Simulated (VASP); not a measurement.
# Ta2N (P-31m) in VASP: notebook

The runs below take Ta2N through single point, with LDA.

Program: VASP 6.6.1. These are calculated values, not measurements. Logs are shortened: lines on timing, memory, paths and dates and some standing lists are left out, and cuts for length are marked.

### Step 1. The cell of the first run

The structure is trigonal, space group P-31m (No. 162). Conventional cell: a = 5.096 Å, b = 5.096 Å, c = 5.141 Å, α = 90.00°, β = 90.00°, γ = 120.00°. Ta (site symmetry m) has 3 N at 2.09 to 2.22 Å and 6 Ta at 2.84 to 2.98 Å within 3.0 Å. Within 2.8 Å of N (site symmetry 32) lie 6 Ta at 2.09 Å. N (site symmetry -3m) has 6 Ta at 2.22 Å within 2.9 Å.

### Step 2. Single point, LDA

Contents of INCAR:

```
SYSTEM = Ta2N
PREC = Accurate
ENCUT = 520
EDIFF = 1E-6
ISMEAR = 0
SIGMA = 0.15
LREAL = .False.
LASPH = .True.
NELM = 80
ALGO = Normal
ISIF = 2
LWAVE = .False.
LCHARG = .False.
GGA = CA
NBANDS = 50
```

Contents of KPOINTS:

```
Automatic mesh
0
Gamma
  9 9 8
  0 0 0
```

Contents of POSCAR:

```
Ta2N
1.0
    5.0963826899      0.0000000000      0.0000000000
   -2.5481913449      4.4135968768      0.0000000000
    0.0000000000      0.0000000000      5.1407212193
Ta N
6 3
Direct
    0.6430231761      0.6430231761      0.7526041962
    0.0000000000      0.3569768239      0.7526041962
    0.3569768239      0.0000000000      0.7526041962
    0.3569768239      0.3569768239      0.2473958038
    0.0000000000      0.6430231761      0.2473958038
    0.6430231761      0.0000000000      0.2473958038
    0.6666666667      0.3333333333      0.5000000000
    0.3333333333      0.6666666667      0.5000000000
    0.0000000000      0.0000000000      0.0000000000
```

Potentials or basis: VASP PAW LDA potentials, release 64 (Ta_pv, N).

The run is started by

```console
> cat potpaw_LDA.64/Ta_pv/POTCAR potpaw_LDA.64/N/POTCAR > POTCAR
> mpirun -np 1 vasp_std > vasp.out
```

OUTCAR:

```text
SYSTEM = Ta2N
   PREC = Accurate
   ENCUT = 520
   EDIFF = 1E-6
   ISMEAR = 0
   LREAL = .False.
   LASPH = .True.
   NELM = 80
   ISIF = 2
   GGA = CA

 ion  position               nearest neighbor table
   1  0.643  0.643  0.753-   7 2.09   8 2.09   9 2.22   3 2.84   3 2.84   2 2.84   2 2.84   4 2.93
                             4 2.98   6 3.13   5 3.13   2 3.15   3 3.15   6 3.17   5 3.17
   2  0.000  0.357  0.753-   7 2.09   8 2.09   9 2.22   3 2.84   1 2.84   3 2.84   1 2.84   5 2.93
                             5 2.98   6 3.13   4 3.13   1 3.15   3 3.15   6 3.17   4 3.17
   3  0.357  0.000  0.753-   8 2.09   7 2.09   9 2.22   1 2.84   2 2.84   1 2.84   2 2.84   6 2.93
                             6 2.98   4 3.13   5 3.13   2 3.15   1 3.15   4 3.17   5 3.17
   4  0.357  0.357  0.247-   8 2.09   7 2.09   9 2.22   6 2.84   6 2.84   5 2.84   5 2.84   1 2.93
                             1 2.98   3 3.13   2 3.13   5 3.15   6 3.15   3 3.17   2 3.17
   5  0.000  0.643  0.247-   8 2.09   7 2.09   9 2.22   6 2.84   4 2.84   6 2.84   4 2.84   2 2.93
                             2 2.98   3 3.13   1 3.13   4 3.15   6 3.15   3 3.17   1 3.17
   6  0.643  0.000  0.247-   7 2.09   8 2.09   9 2.22   4 2.84   5 2.84   4 2.84   5 2.84   3 2.93
                             3 2.98   1 3.13   2 3.13   5 3.15   4 3.15   1 3.17   2 3.17
   7  0.667  0.333  0.500-   6 2.09   2 2.09   3 2.09   5 2.09   1 2.09   4 2.09
   8  0.333  0.667  0.500-   3 2.09   5 2.09   6 2.09   2 2.09   4 2.09   1 2.09
   9  0.000  0.000  0.000-   2 2.22   5 2.22   4 2.22   1 2.22   3 2.22   6 2.22

  LATTYP: Found a hexagonal cell.
 ALAT       =     5.0963826899
 C/A-ratio  =     1.0087000000

  Lattice vectors:

 A1 = (   5.0963826899,   0.0000000000,   0.0000000000)
 A2 = (  -2.5481913449,   4.4135968768,   0.0000000000)
 A3 = (   0.0000000000,   0.0000000000,   5.1407212193)

Analysis of symmetry for initial positions (statically):
=====================================================================
 Subroutine PRICEL returns:
 Original cell was already a primitive cell.

 Routine SETGRP: Setting up the symmetry group for a
 hexagonal supercell.

 Subroutine GETGRP returns: Found 12 space group operations
 (whereof 12 operations were pure point group operations)
 out of a pool of 24 trial point group operations.

The static configuration has the point symmetry D_3d.

Analysis of symmetry for dynamics (positions and initial velocities):
=====================================================================
 Subroutine PRICEL returns:
 Original cell was already a primitive cell.

 Routine SETGRP: Setting up the symmetry group for a
 hexagonal supercell.

 Subroutine GETGRP returns: Found 12 space group operations
 (whereof 12 operations were pure point group operations)
 out of a pool of 24 trial point group operations.

The dynamic configuration has the point symmetry D_3d.

 Subroutine INISYM returns: Found 12 space group operations
 (whereof 12 operations are pure point group operations),
 and found     1 'primitive' translations

----------------------------------------------------------------------------------------

                                     Primitive cell

  volume of cell :     115.6322

  direct lattice vectors                    reciprocal lattice vectors
     5.096382690  0.000000000  0.000000000     0.196217604  0.113286286  0.000000000
    -2.548191345  4.413596877  0.000000000     0.000000000  0.226572573  0.000000000
     0.000000000  0.000000000  5.140721219     0.000000000  0.000000000  0.194525234

  length of vectors
     5.096382690  5.096382690  5.140721219     0.226572573  0.226572573  0.194525234

  position of ions in fractional coordinates (direct lattice)
     0.643023176  0.643023176  0.752604196
     1.000000000  0.356976824  0.752604196
     0.356976824  0.000000000  0.752604196
     0.356976824  0.356976824  0.247395804
     1.000000000  0.643023176  0.247395804
     0.643023176  0.000000000  0.247395804
     0.666666667  0.333333333  0.500000000
     0.333333333  0.666666667  0.500000000
     0.000000000  0.000000000  0.000000000

  ion indices of the primitive-cell ions
   primitive index   ion index
                 1           1
                 2           2
                 3           3
                 4           4
                 5           5
                 6           6
                 7           7
                 8           8
                 9           9

----------------------------------------------------------------------------------------

 KPOINTS: Automatic mesh

Automatic generation of k-mesh.
 Grid dimensions read from file:
 generate k-points for:    9    9    8

 Generating k-lattice:

  Cartesian coordinates                     Fractional coordinates (reciprocal lattice)
     0.021801956  0.012587365  0.000000000     0.111111111 -0.000000000  0.000000000
     0.000000000  0.025174730  0.000000000     0.000000000  0.111111111  0.000000000
     0.000000000  0.000000000  0.024315654     0.000000000  0.000000000  0.125000000

  Length of vectors
     0.025174730  0.025174730  0.024315654

  Shift w.r.t. Gamma in fractional coordinates (k-lattice)
     0.000000000  0.000000000  0.000000000

 Subroutine IBZKPT returns following result:
 ===========================================

 Found     81 irreducible k-points:

 Following reciprocal coordinates:
            Coordinates               Weight
  0.000000  0.000000  0.000000      1.000000
  0.111111  0.000000  0.000000      6.000000
  0.222222  0.000000  0.000000      6.000000
  0.333333  0.000000  0.000000      6.000000
  0.444444  0.000000  0.000000      6.000000
  0.111111  0.111111  0.000000      6.000000
[... 16 lines left out ...]
 -0.111111  0.444444  0.125000     12.000000
  0.444444  0.111111  0.125000      6.000000
 [... further k-points ...]
   k-points           NKPTS =     81   k-points in BZ     NKDIM =     81   number of bands    NBANDS=     50
   number of dos      NEDOS =    301   number of ions     NIONS =      9
   total plane-waves  NPLWV =  64000
   dimension x,y,z NGX =    40 NGY =   40 NGZ =   40
   dimension x,y,z NGXF=    80 NGYF=   80 NGZF=   80
   ions per type =               6   3
   NGX,Y,Z   is equivalent  to a cutoff of  13.05, 13.05, 12.94 a.u.
   NGXF,Y,Z  is equivalent  to a cutoff of  26.10, 26.10, 25.87 a.u.
 SYSTEM =  Ta2N
   PREC   = accura    normal or accurate (medium, high low for compatibility)
   ISTART =      0    job   : 0-new  1-cont  2-samecut
   ICHARG =      2    charge: 1-file 2-atom 10-const
   ISPIN  =      1    spin polarized calculation?
   LNONCOLLINEAR =      F non collinear calculations
   LSORBIT =      F    spin-orbit coupling
   LASPH  =      T    aspherical Exc in radial PAW
   ENCUT  =  520.0 eV  38.22 Ry    6.18 a.u.   9.48  9.48  9.56*2*pi/ulx,y,z
   NELM   =     80;   NELMIN=  2; NELMDL= -5     # of ELM steps
   EDIFF  = 0.1E-05   stopping-criterion for ELM
   LREAL  =      F    real-space projection
   EDIFFG = 0.1E-04   stopping-criterion for IOM
   NSW    =      0    number of steps for IOM
   IBRION =     -1    ionic relax: 0-MD 1-quasi-New 2-CG
   NFREE  =      0    steps in history (QN), initial steepest desc. (CG)
   ISIF   =      2    stress and relaxation
   ISYM   =      2    0-nonsym 1-usesym 2-fastsym
   POTIM  = 0.5000    time-step for ionic-motion
   TEBEG  =    0.0;   TEEND  =   0.0 temperature during run
   PSTRESS=    0.0 pullay stress
   NELECT =      81.0000    total number of electrons
   NUPDOWN=      -1.0000    fix difference up-down
   EMIN   =  10.00;   EMAX   =-10.00  energy-range for DOS
   EFERMI =   0.00;   METHOD = LEGACY
   ISMEAR =     0;   SIGMA  =   0.15  broadening in eV -4-tet -1-fermi 0-gaus
   EFERMI_NEDOS =   21; number of points for ismear=-14 and -15
   IALGO  =     38    algorithm
   IMIX   =      4    mixing-type and parameters
     AMIX     =   0.40;   BMIX     =  1.00
     AMIX_MAG =   1.60;   BMIX_MAG =  1.00
  volume/ion in A,a.u.               =      12.85        86.70
  Fermi-wavevector in a.u.,A,eV,Ry     =   1.453930  2.747530 28.761537  2.113913
  Thomas-Fermi vector in A             =   2.571140
   LORBIT       =      0    0 simple, 1 ext, 2 COOP (PROOUT), +10 PAW based schemes
   GGA     = CA    functional components
   LHFCALC =     F    Hartree Fock is set to
   AEXX    =    0.0000 exact exchange contribution
   IVDW    =     0    specifies the selected vdW correction
   LEPSILON=     F    determine dielectric tensor
   LRPA    =     F    only Hartree local field effects (RPA)
 non-spin polarized calculation
 Gauss-broadening in eV      SIGMA  =   0.15
  energy-cutoff  :      520.00
  volume of cell :      115.63
 maximum number of plane-waves:      3141
 NGX is ok and might be reduce to    40
   NGX = 19   NGY = 19   NGZ = 19

 number of electron      80.9999998 magnetization

 Free energy of the ion-electron system (eV)
  ---------------------------------------------------
  ext. energy  EPLUGINS =         0.00000000
  ---------------------------------------------------
  free energy    TOTEN  =      -112.57295579 eV

  energy without entropy =     -112.54443751  energy(sigma->0) =     -112.55869665

 E-fermi :   7.6717     XC(G=0): -13.3258

 val. band max:        7.6659977406   @ k =   0.4444   0.1111   0.3750
 cond. band min:       7.6959031516   @ k =   0.3333   0.2222   0.5000
 fundamental gap:      0.0299054109
 Fermi energy:         7.6717364076

 k-point     1 :       0.0000    0.0000    0.0000
  band No.  band energies     occupation
      1     -27.7745      2.00000
      2     -27.7390      2.00000
      3     -27.4120      2.00000
      4     -27.2831      2.00000
      5     -27.2831      2.00000
      6     -27.2407      2.00000
[... 42 lines left out ...]
     49      10.7933      0.00000
     50      11.3076      0.00000
[... 1217 lines left out ...]
     49      11.1126      0.00000
     50      11.1510      0.00000

 [... further k-points ...]

------------------------ aborting loop because EDIFF is reached ----------------------------------------

  FORCE on cell =-STRESS in cart. coord.  units (eV):
  Direction    XX          YY          ZZ          XY          YZ          ZX
  --------------------------------------------------------------------------------------
  -------------------------------------------------------------------------------------
  Total        9.1951343      9.1951343     -5.5056198      0.0000000      0.0000000     -0.0000000
  in kB      127.4060085    127.4060085    -76.2848069      0.0000000      0.0000000     -0.0000000
  external PRESSURE =      59.5090701 kB  Pullay stress =       0.0000000 kB

 VOLUME and BASIS-vectors are now :
 -----------------------------------------------------------------------------
  energy-cutoff  :      520.00
  volume of cell :      115.63
      direct lattice vectors                 reciprocal lattice vectors
     5.096382690  0.000000000  0.000000000     0.196217604  0.113286286  0.000000000
    -2.548191345  4.413596877  0.000000000     0.000000000  0.226572573  0.000000000
     0.000000000  0.000000000  5.140721219     0.000000000  0.000000000  0.194525234

 POSITION                                       TOTAL-FORCE (eV/Angst)
 -----------------------------------------------------------------------------------
      1.63855      2.83805      3.86893         1.631846      2.826441      1.111054
     -0.90965      1.57555      3.86893         1.631846     -2.826441      1.111054
      1.81929      0.00000      3.86893        -3.263693      0.000000      1.111054
      0.90965      1.57555      1.27179        -1.631846     -2.826441     -1.111054
     -1.63855      2.83805      1.27179        -1.631846      2.826441     -1.111054
      3.27709      0.00000      1.27179         3.263693      0.000000     -1.111054
      2.54819      1.47120      2.57036         0.000000      0.000000     -0.000000
     -0.00000      2.94240      2.57036         0.000000      0.000000      0.000000
      0.00000      0.00000      0.00000         0.000000      0.000000      0.000000
 -----------------------------------------------------------------------------------
    total drift:                               -0.000000      0.000000      0.000000

  FREE ENERGIE OF THE ION-ELECTRON SYSTEM (eV)
  ---------------------------------------------------
  free  energy   TOTEN  =      -112.5729557938 eV

  energy  without entropy=     -112.5444375116  energy(sigma->0) =     -112.55869665
```

Run time: 5.2 min. Hardware: 1 thread of Intel Xeon Platinum 8559C (Emerald Rapids), shared host; peak memory 0.43 GiB.

What came out:

```
Free energy            : -112.5730 eV
Pressure               : 6.0 GPa
Largest force          : 3.448 eV/Å
Band gap on the k mesh : zero (an odd number of electrons rules out a gap without spin polarisation)
```

Forces in eV/Å, atoms in the order of the input:
```
Ta   1.632  2.826  1.111
Ta   1.632 -2.826  1.111
Ta  -3.264  0.000  1.111
Ta  -1.632 -2.826 -1.111
Ta  -1.632  2.826 -1.111
Ta   3.264  0.000 -1.111
N    0.000  0.000  0.000
N    0.000  0.000  0.000
N    0.000  0.000  0.000
```

Caveat: the cell differs from its parent crystal (atoms shifted along a free coordinate, c/a of the conventional cell at fixed volume 1.0087); the stress differs along the axes, from -8 to 13 GPa; spin-orbit coupling is left out, which moves the levels of the heavy elements; forces of over 1 eV/Å act on the atoms, so gaps and moduli don't describe the material at rest.

### Step 3. Single point, LDA (12.85 Å³/atom, c/a of the conventional cell at fixed volume 1.0087)

Contents of INCAR:

```
ALGO     = Normal         # electronic algorithm
EDIFF    = 1E-6           # SCF threshold, eV
ENCUT    = 520            # plane-wave cutoff, eV
ISIF     = 2              # what is computed and relaxed
ISMEAR   = 0              # smearing method
LASPH    = True           # aspherical terms in the spheres
LCHARG   = False          # write CHGCAR
LREAL    = False          # projectors in reciprocal space
LWAVE    = False          # write WAVECAR
NBANDS   = 50             # bands
NELM     = 80             # most SCF steps
PREC     = Accurate       # precision mode
SIGMA    = 0.15           # smearing width, eV
```

Contents of KPOINTS:

```
k-points
0
Gamma
  9 9 8
```

Contents of POSCAR:

```
Ta2N
1.0
    5.0963826899      0.0000000000      0.0000000000
   -2.5481913449      4.4135968768      0.0000000000
    0.0000000000      0.0000000000      5.1407212193
Ta N
6 3
Direct
    0.6669289619      0.6669289619      0.7526041962
    0.0000000000      0.3330710381      0.7526041962
    0.3330710381      0.0000000000      0.7526041962
    0.3330710381      0.3330710381      0.2473958038
    0.0000000000      0.6669289619      0.2473958038
    0.6669289619      0.0000000000      0.2473958038
    0.6666666667      0.3333333333      0.5000000000
    0.3333333333      0.6666666667      0.5000000000
    0.0000000000      0.0000000000      0.0000000000
```

Potentials or basis: VASP PAW LDA potentials, release 64 (Ta_pv, N).

The run is started by

```console
> cat potpaw_LDA.64/Ta_pv/POTCAR potpaw_LDA.64/N/POTCAR > POTCAR
> mpirun -np 1 vasp_std > vasp.out
```

It took 5.3 min on 1 thread of Intel Xeon Platinum 8559C (Emerald Rapids), shared host; peak memory 0.43 GiB.

Results (log left out):

| Property | Result |
| --- | --- |
| Free energy | -113.7195 eV |
| Pressure | 1.9 GPa |
| Largest force | 0.141 eV/Å |
| Band gap on the k mesh | zero (an odd number of electrons rules out a gap without spin polarisation) |

Forces on the atoms (eV/Å):
```
Ta  -0.068 -0.117  0.040
Ta  -0.068  0.117  0.040
Ta   0.135  0.000  0.040
Ta   0.068  0.117 -0.040
Ta   0.068 -0.117 -0.040
Ta  -0.135  0.000 -0.040
N    0.000  0.000  0.000
N    0.000  0.000  0.000
N    0.000  0.000  0.000
```

Stress tensor (GPa, compression positive):
```
  8.61   0.00   0.00
  0.00   8.61   0.00
  0.00   0.00 -11.62
```

Levels at points of the mesh, in eV from the Fermi level:
```
           k point  band 38  band 39  band 40  band 41  band 42  band 43  band 44  band 45
(0.00, 0.00, 0.00)    -1.52    -0.88    -0.38    -0.38    -0.11    -0.11     1.34     1.34
(0.00, 0.00, 0.50)    -1.57    -1.40    -1.15    -1.15     0.63     0.73     0.73     2.06
```

Caveat: the cell differs from its parent crystal (c/a of the conventional cell at fixed volume 1.0087); the stress differs along the axes, from -12 to 9 GPa; spin-orbit coupling is left out, which moves the levels of the heavy elements.

### Step 4. Single point, LDA (12.85 Å³/atom, c/a of the conventional cell at fixed volume 0.9713)

Contents of INCAR:

```
SYSTEM = Ta2N
PREC = Accurate
ENCUT = 520
EDIFF = 1E-6
ISMEAR = 0
SIGMA = 0.15
LREAL = .FALSE.
LASPH = .TRUE.
NELM = 100
ALGO = Normal
ISIF = 2
LWAVE = .FALSE.
LCHARG = .FALSE.
GGA = CA
NBANDS = 50
```

Contents of KPOINTS:

```
Automatic mesh
0
G
  9 9 8
  0 0 0
```

Edit POSCAR of step 3 so:

```diff
@@ -2,5 +2,5 @@
 1.0
-    5.0963826899      0.0000000000      0.0000000000
-   -2.5481913449      4.4135968768      0.0000000000
-    0.0000000000      0.0000000000      5.1407212193
+    5.1609728685      0.0000000000      0.0000000000
+   -2.5804864342      4.4695336123      0.0000000000
+    0.0000000000      0.0000000000      5.0128529472
 Ta N
```

The run is started by

```console
> cat potpaw_LDA.64/Ta_pv/POTCAR potpaw_LDA.64/N/POTCAR > POTCAR
> mpirun -np 1 vasp_std > vasp.out
```

Wall time 6.2 min (1 thread of Intel Xeon Platinum 8488C (Sapphire Rapids), shared host); peak memory 0.43 GiB.

Results (log left out):

```
Free energy            : -114.0000 eV
Pressure               : 1.5 GPa
Largest force          : 0.100 eV/Å
Band gap on the k mesh : zero (an odd number of electrons rules out a gap without spin polarisation)
```

Forces in eV/Å, atoms in the order of the input:
```
Ta  -0.045 -0.077  0.045
Ta  -0.045  0.077  0.045
Ta   0.089  0.000  0.045
Ta   0.045  0.077 -0.045
Ta   0.045 -0.077 -0.045
Ta  -0.089  0.000 -0.045
N    0.000  0.000  0.000
N    0.000  0.000  0.000
N    0.000  0.000  0.000
```

Stress tensor (GPa, compression positive):
```
 5.02  0.00  0.00
 0.00  5.02  0.00
 0.00  0.00 -5.42
```

Levels at points of the mesh, in eV from the Fermi level:
```tsv
k point	band 38	band 39	band 40	band 41	band 42	band 43	band 44	band 45
(0.00, 0.00, 0.00)	-1.23	-0.61	-0.44	-0.44	-0.13	-0.13	1.03	1.03
(0.00, 0.00, 0.50)	-1.65	-1.28	-1.28	-1.20	0.70	0.70	0.73	2.14
```

Caveat: the cell differs from its parent crystal (c/a of the conventional cell at fixed volume 0.9713); the stress differs along the axes, from -5 to 5 GPa; spin-orbit coupling is left out, which moves the levels of the heavy elements.

[end of part 1 of 2]

The gap in the log of VASP goes by the Fermi energy; the results here count the filled bands.